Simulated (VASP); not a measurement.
# TaN (P-6m2) in VASP: notebook, part 2 of 2

VASP 6.6.1.

## Step 3: Single point, PBEsol (volume 10.628 Å^3 an atom, c/a of the conventional cell 0.9061)

The input, INCAR:

```
SYSTEM = TaN
  PREC = Accurate
  ENCUT = 520
  EDIFF = 1E-6
  ISMEAR = 0
  SIGMA = 0.15
  LREAL = .False.
  LASPH = .True.
  NELM = 80
  ALGO = Normal
  ISIF = 2
  LWAVE = .False.
  LCHARG = .False.
  GGA = PS
  NBANDS = 15
```

The input, KPOINTS:

```
regular mesh
0
Gamma
  21 21 18
  0 0 0
```

The input, POSCAR:

```
TaN
1.0
    3.0032702729      0.0000000000      0.0000000000
   -1.5016351364      2.6009083508      0.0000000000
    0.0000000000      0.0000000000      2.7212631943
Ta N
1 1
Direct
    0.3333333333      0.6666666667      0.5000000000
    0.0000000000      0.0000000000      0.0000000000
```

Potentials or basis: VASP PAW PBE potentials, release 64 (Ta_pv, N).

Started as:

```bash
> cat potpaw_PBE.64/Ta_pv/POTCAR potpaw_PBE.64/N/POTCAR > POTCAR
> mpirun -np 1 vasp_std > vasp.out
```

OUTCAR:

```text
SYSTEM = TaN
   PREC = Accurate
   ENCUT = 520
   EDIFF = 1E-6
   ISMEAR = 0
   LREAL = .False.
   LASPH = .True.
   NELM = 80
   ISIF = 2
   GGA = PS

 ion  position               nearest neighbor table
   1  0.333  0.667  0.500-   2 2.20   2 2.20   2 2.20   2 2.20   2 2.20   2 2.20
   2  0.000  0.000  0.000-   1 2.20   1 2.20   1 2.20   1 2.20   1 2.20   1 2.20

  LATTYP: Found a hexagonal cell.
 ALAT       =     3.0032702729
 C/A-ratio  =     0.9061000000

  Lattice vectors:

 A1 = (   3.0032702729,   0.0000000000,   0.0000000000)
 A2 = (  -1.5016351364,   2.6009083508,   0.0000000000)
 A3 = (   0.0000000000,   0.0000000000,   2.7212631943)

Analysis of symmetry for initial positions (statically):
=====================================================================
 Subroutine PRICEL returns:
 Original cell was already a primitive cell.

 Routine SETGRP: Setting up the symmetry group for a
 hexagonal supercell.

 Subroutine GETGRP returns: Found 12 space group operations
 (whereof 12 operations were pure point group operations)
 out of a pool of 24 trial point group operations.

The static configuration has the point symmetry D_3h.

Analysis of symmetry for dynamics (positions and initial velocities):
=====================================================================
 Subroutine PRICEL returns:
 Original cell was already a primitive cell.

 Routine SETGRP: Setting up the symmetry group for a
 hexagonal supercell.

 Subroutine GETGRP returns: Found 12 space group operations
 (whereof 12 operations were pure point group operations)
 out of a pool of 24 trial point group operations.

The dynamic configuration has the point symmetry D_3h.

 Subroutine INISYM returns: Found 12 space group operations
 (whereof 12 operations are pure point group operations),
 and found     1 'primitive' translations

----------------------------------------------------------------------------------------

                                     Primitive cell

  volume of cell :      21.2564
[... 119 lines left out ...]
   LRPA    =     F    only Hartree local field effects (RPA)
 non-spin polarized calculation
 Gauss-broadening in eV      SIGMA  =   0.15
  energy-cutoff  :      520.00
  volume of cell :       21.26
 maximum number of plane-waves:       592
 NGX is ok and might be reduce to    24
   NGX = 11   NGY = 11   NGZ = 11

 number of electron      16.0000000 magnetization

 Free energy of the ion-electron system (eV)
  ---------------------------------------------------
  ext. energy  EPLUGINS =         0.00000000
  ---------------------------------------------------
  free energy    TOTEN  =       -23.61282387 eV

  energy without entropy =      -23.61140920  energy(sigma->0) =      -23.61211654

 E-fermi :   8.2701     XC(G=0): -13.5640

 val. band max:        8.2673774479   @ k =   0.0476  -0.0000   0.3889
 cond. band min:       8.2810211274   @ k =   0.0476  -0.0000   0.2778
 fundamental gap:      0.0136436795
 Fermi energy:         8.2701344812

 k-point     1 :       0.0000    0.0000    0.0000
  band No.  band energies     occupation
      1     -26.3160      2.00000
      2     -26.3160      2.00000
      3     -26.2311      2.00000
      4      -9.6647      2.00000
      5       3.0183      2.00000
      6       3.0183      2.00000
      7       4.0446      2.00000
      8       5.8928      2.00000
      9       9.9898      0.00000
     10      12.3605      0.00000
     11      12.3605      0.00000
     12      12.5687      0.00000
     13      12.5687      0.00000
     14      21.5319      0.00000
[... 401 lines left out ...]
      2     -26.4393      2.00000
      3     -26.1752      2.00000
      4      -8.5734      2.00000
      5       1.0044      2.00000
      6       3.7522      2.00000
      7       4.6835      2.00000
      8       4.9912      2.00000
      9      10.6200      0.00000
     10      11.9325      0.00000
     11      12.5235      0.00000
     12      13.3996      0.00000
     13      13.8418      0.00000
     14      21.4614      0.00000
     15      21.7824      0.00000

 [... further k-points ...]

------------------------ aborting loop because EDIFF is reached ----------------------------------------

  FORCE on cell =-STRESS in cart. coord.  units (eV):
  Direction    XX          YY          ZZ          XY          YZ          ZX
  --------------------------------------------------------------------------------------
  -------------------------------------------------------------------------------------
  Total       -1.8045936     -1.8045936      5.4899549     -0.0000000      0.0000000      0.0000000
  in kB     -136.0191230   -136.0191230    413.7989140     -0.0000000      0.0000000      0.0000000
  external PRESSURE =      47.2535560 kB  Pullay stress =       0.0000000 kB

 VOLUME and BASIS-vectors are now :
 -----------------------------------------------------------------------------
  energy-cutoff  :      520.00
  volume of cell :       21.26
      direct lattice vectors                 reciprocal lattice vectors
     3.003270273  0.000000000  0.000000000     0.332970365  0.192240530  0.000000000
    -1.501635136  2.600908351  0.000000000     0.000000000  0.384481060  0.000000000
     0.000000000  0.000000000  2.721263194     0.000000000  0.000000000  0.367476399

 POSITION                                       TOTAL-FORCE (eV/Angst)
 -----------------------------------------------------------------------------------
     -0.00000      1.73394      1.36063         0.000000      0.000000      0.000000
      0.00000      0.00000      0.00000        -0.000000     -0.000000      0.000000
 -----------------------------------------------------------------------------------
    total drift:                                0.000000     -0.000000     -0.000000

  FREE ENERGIE OF THE ION-ELECTRON SYSTEM (eV)
  ---------------------------------------------------
  free  energy   TOTEN  =       -23.6128238697 eV

  energy  without entropy=      -23.6114092017  energy(sigma->0) =      -23.61211654
```

Wall time 50 s (1 thread of Intel Xeon Platinum 8488C (Sapphire Rapids), shared host); peak memory 0.26 GiB.

Results:

* Free energy: -23.6128 eV
* Pressure: 4.7 GPa
* Band gap on the k mesh: zero (band 8 reaches 8.66 eV, above the bottom of band 9 at 8.21 eV)

Levels at points of the mesh, in eV from the Fermi level:
```
           k point  band 5  band 6  band 7  band 8  band 9  band 10  band 11  band 12
(0.00, 0.00, 0.00)   -5.25   -5.25   -4.23   -2.38    1.72     4.09     4.09     4.30
(0.00, 0.00, 0.50)   -9.42   -4.43   -4.43   -0.03   -0.03     2.75     2.75     3.50
```

Caveat: the PAW data sets were made with another functional, which shifts forces and pressure a little; spin-orbit coupling is left out, which moves the levels of the heavy elements.

## Step 4: Single point, PBEsol (volume 10.628 Å^3 an atom, c/a of the conventional cell 1.0017)

The input, INCAR:

```
PREC = Accurate
ENCUT = 520
EDIFF = 1E-6
ISMEAR = 0
SIGMA = 0.15
LREAL = False
LASPH = True
NELM = 60
ALGO = Normal
ISIF = 2
LWAVE = False
LCHARG = False
GGA = PS
NBANDS = 15
```

The input, KPOINTS:

```
Automatic mesh
0
Gamma
  21 21 18
```

The input, POSCAR:

```
TaN
1.0
    2.9045168675      0.0000000000      0.0000000000
   -1.4522584337      2.5153853929      0.0000000000
    0.0000000000      0.0000000000      2.9094545461
Ta N
1 1
Direct
    0.3333333333      0.6666666667      0.5000000000
    0.0000000000      0.0000000000      0.0000000000
```

Potentials or basis: VASP PAW PBE potentials, release 64 (Ta_pv, N).

Started as:

```bash
> cat potpaw_PBE.64/Ta_pv/POTCAR potpaw_PBE.64/N/POTCAR > POTCAR
> mpirun -np 1 vasp_std > vasp.out
```

OUTCAR:

```text
PREC = Accurate
   ENCUT = 520
   EDIFF = 1E-6
   ISMEAR = 0
   LREAL = False
   LASPH = True
   NELM = 60
   ISIF = 2
   GGA = PS

 ion  position               nearest neighbor table
   1  0.333  0.667  0.500-   2 2.22   2 2.22   2 2.22   2 2.22   2 2.22   2 2.22
   2  0.000  0.000  0.000-   1 2.22   1 2.22   1 2.22   1 2.22   1 2.22   1 2.22

  LATTYP: Found a hexagonal cell.
 ALAT       =     2.9045168675
 C/A-ratio  =     1.0017000000

  Lattice vectors:

 A1 = (   2.9045168675,   0.0000000000,   0.0000000000)
 A2 = (  -1.4522584337,   2.5153853929,   0.0000000000)
 A3 = (   0.0000000000,   0.0000000000,   2.9094545461)

Analysis of symmetry for initial positions (statically):
=====================================================================
 Subroutine PRICEL returns:
 Original cell was already a primitive cell.

 Routine SETGRP: Setting up the symmetry group for a
 hexagonal supercell.

 Subroutine GETGRP returns: Found 12 space group operations
 (whereof 12 operations were pure point group operations)
 out of a pool of 24 trial point group operations.

The static configuration has the point symmetry D_3h.

Analysis of symmetry for dynamics (positions and initial velocities):
=====================================================================
 Subroutine PRICEL returns:
 Original cell was already a primitive cell.

 Routine SETGRP: Setting up the symmetry group for a
 hexagonal supercell.

 Subroutine GETGRP returns: Found 12 space group operations
 (whereof 12 operations were pure point group operations)
 out of a pool of 24 trial point group operations.

The dynamic configuration has the point symmetry D_3h.

 Subroutine INISYM returns: Found 12 space group operations
 (whereof 12 operations are pure point group operations),
 and found     1 'primitive' translations

[... 115 lines left out ...]
  volume/ion in A,a.u.               =      10.63        71.72
  Fermi-wavevector in a.u.,A,eV,Ry     =   1.489195  2.814170 30.173653  2.217701
  Thomas-Fermi vector in A             =   2.602134
   LORBIT       =      0    0 simple, 1 ext, 2 COOP (PROOUT), +10 PAW based schemes
   GGA     = PS    functional components
   LHFCALC =     F    Hartree Fock is set to
   AEXX    =    0.0000 exact exchange contribution
   IVDW    =     0    specifies the selected vdW correction
   LEPSILON=     F    determine dielectric tensor
   LRPA    =     F    only Hartree local field effects (RPA)
 non-spin polarized calculation
 Gauss-broadening in eV      SIGMA  =   0.15
  energy-cutoff  :      520.00
  volume of cell :       21.26
 maximum number of plane-waves:       593
 NGX is ok and might be reduce to    24
   NGX = 11   NGY = 11   NGZ = 11

 number of electron      15.9999999 magnetization

 Free energy of the ion-electron system (eV)
  ---------------------------------------------------
  ext. energy  EPLUGINS =         0.00000000
  ---------------------------------------------------
  free energy    TOTEN  =       -23.79448472 eV

  energy without entropy =      -23.79373043  energy(sigma->0) =      -23.79410757

 E-fermi :   8.1946     XC(G=0): -13.5840

 val. band max:        8.1830365503   @ k =   0.0476   0.0000   0.5000
 cond. band min:       8.2086172130   @ k =   0.0476   0.0000   0.4444
 fundamental gap:      0.0255806627
 Fermi energy:         8.1945816285

 k-point     1 :       0.0000    0.0000    0.0000
  band No.  band energies     occupation
      1     -26.5646      2.00000
      2     -26.2120      2.00000
      3     -26.2120      2.00000
      4      -9.5839      2.00000
      5       3.7762      2.00000
      6       3.7762      2.00000
      7       3.8798      2.00000
      8       5.1844      2.00000
      9      10.7285      0.00000
     10      11.7759      0.00000
     11      11.7759      0.00000
     12      12.2524      0.00000
     13      12.2524      0.00000
     14      21.3033      0.00000
[... 401 lines left out ...]
      2     -26.4815      2.00000
      3     -26.3706      2.00000
      4      -8.4095      2.00000
      5       1.4588      2.00000
      6       3.8131      2.00000
      7       4.3943      2.00000
      8       5.2237      2.00000
      9      10.0567      0.00000
     10      11.3974      0.00000
     11      12.4702      0.00000
     12      13.5598      0.00000
     13      13.8657      0.00000
     14      21.4928      0.00000
     15      21.7317      0.00000

 [... further k-points ...]
[... 5 lines left out ...]
  --------------------------------------------------------------------------------------
  -------------------------------------------------------------------------------------
  Total        0.6153941      0.6153941     -1.0888375      0.0000000      0.0000000      0.0000000
  in kB       46.3846095     46.3846095    -82.0698518      0.0000000      0.0000000      0.0000000
  external PRESSURE =       3.5664557 kB  Pullay stress =       0.0000000 kB

 VOLUME and BASIS-vectors are now :
 -----------------------------------------------------------------------------
  energy-cutoff  :      520.00
  volume of cell :       21.26
      direct lattice vectors                 reciprocal lattice vectors
     2.904516867  0.000000000  0.000000000     0.344291338  0.198776697  0.000000000
    -1.452258434  2.515385393  0.000000000     0.000000000  0.397553394  0.000000000
     0.000000000  0.000000000  2.909454546     0.000000000  0.000000000  0.343707037

 POSITION                                       TOTAL-FORCE (eV/Angst)
 -----------------------------------------------------------------------------------
     -0.00000      1.67692      1.45473        -0.000000      0.000000      0.000000
      0.00000      0.00000      0.00000         0.000000     -0.000000      0.000000
 -----------------------------------------------------------------------------------
    total drift:                                0.000000     -0.000000     -0.000000

  FREE ENERGIE OF THE ION-ELECTRON SYSTEM (eV)
  ---------------------------------------------------
  free  energy   TOTEN  =       -23.7944847200 eV

  energy  without entropy=      -23.7937304270  energy(sigma->0) =      -23.79410757
```

It took 64 s on 1 thread of Intel Xeon Platinum 8488C (Sapphire Rapids), shared host; peak memory 0.27 GiB.

Results:

```
Free energy            : -23.7945 eV
Pressure               : 0.4 GPa
Band gap on the k mesh : zero (band 8 reaches 8.46 eV, above the bottom of band 9 at 8.10 eV)
```

Stress tensor (GPa, compression positive):
```
 4.64  0.00  0.00
 0.00  4.64  0.00
 0.00  0.00 -8.21
```

Caveat: the PAW data sets were made with another functional, which shifts forces and pressure a little; spin-orbit coupling is left out, which moves the levels of the heavy elements.

## Step 5: Single point, PBEsol (volume 10.628 Å^3 an atom, c/a of the conventional cell 0.9245)

The input, INCAR:

```
PREC     = Accurate       # precision mode
ENCUT    = 520            # plane-wave cutoff, eV
EDIFF    = 1E-6           # SCF threshold, eV
ISMEAR   = 0              # smearing method
SIGMA    = 0.15           # smearing width, eV
LREAL    = F              # projectors in reciprocal space
LASPH    = T              # aspherical terms in the spheres
NELM     = 100            # most SCF steps
ALGO     = Normal         # electronic algorithm
ISIF     = 2              # what is computed and relaxed
LWAVE    = F              # write WAVECAR
LCHARG   = T              # write CHGCAR
GGA      = PS             # functional
LELF     = T              # ELF
LVHAR    = T            
NBANDS   = 15             # bands
```

The input, KPOINTS:

```
regular mesh
0
Gamma
  21 21 18
```

The input, POSCAR:

```
TaN
1.0
    2.9832122635      0.0000000000      0.0000000000
   -1.4916061317      2.5835376051      0.0000000000
    0.0000000000      0.0000000000      2.7579797376
Ta N
1 1
Direct
    0.3333333333      0.6666666667      0.5000000000
    0.0000000000      0.0000000000      0.0000000000
```

Started as:

```bash
> cat potpaw_PBE.64/Ta_pv/POTCAR potpaw_PBE.64/N/POTCAR > POTCAR
> mpirun -np 1 vasp_std > vasp.out
```

Run time: 64 s. Hardware: 1 thread of Intel Xeon Platinum 8488C (Sapphire Rapids), shared host; peak memory 0.27 GiB.

Results (log left out):

- Free energy: -23.6979 eV
- Pressure: 3.4 GPa
- Band gap on the k mesh: zero (band 8 reaches 8.70 eV, above the bottom of band 9 at 8.20 eV)

Stress tensor (GPa, compression positive):
```
-10.15   0.00   0.00
  0.00 -10.15   0.00
  0.00   0.00  30.62
```

Levels at points of the mesh, in eV from the Fermi level:
```tsv
k point	band 4	band 5	band 6	band 7	band 8	band 9	band 10	band 11	band 12	band 13
(0.00, 0.00, 0.00)	-17.91	-5.09	-5.09	-4.21	-2.52	1.87	4.00	4.00	4.23	4.23
(0.00, 0.00, 0.50)	-14.94	-9.42	-4.27	-4.27	-0.04	-0.04	2.91	2.91	3.28	8.04
```

Caveat: the PAW data sets were made with another functional, which shifts forces and pressure a little; spin-orbit coupling is left out, which moves the levels of the heavy elements.

## Step 6: Overview

```tsv
cell	gap on the mesh (eV)	pressure (GPa)
a = 2.885, b = 2.885, c = 2.948 Å, angles 90.0, 90.0, 120.0°, 2 atoms	none	0.1
a = 3.003, b = 3.003, c = 2.721 Å, angles 90.0, 90.0, 120.0°, 2 atoms	none	4.7
a = 2.905, b = 2.905, c = 2.909 Å, angles 90.0, 90.0, 120.0°, 2 atoms	none	0.4
a = 2.983, b = 2.983, c = 2.758 Å, angles 90.0, 90.0, 120.0°, 2 atoms	none	3.4
```

Alike in all rows: task single point; level PBEsol; potentials or basis VASP PAW PBE potentials, release 64 (Ta_pv, N); no spin polarisation; k mesh 21 × 21 × 18; cutoff (eV) 520; smearing gaussian 0.15 eV.

Caveats: the PAW data sets were made with another functional, which shifts forces and pressure a little; spin-orbit coupling is left out, which moves the levels of the heavy elements.

Total energies depend on the potentials used, so only differences within one code and one set of settings carry meaning.
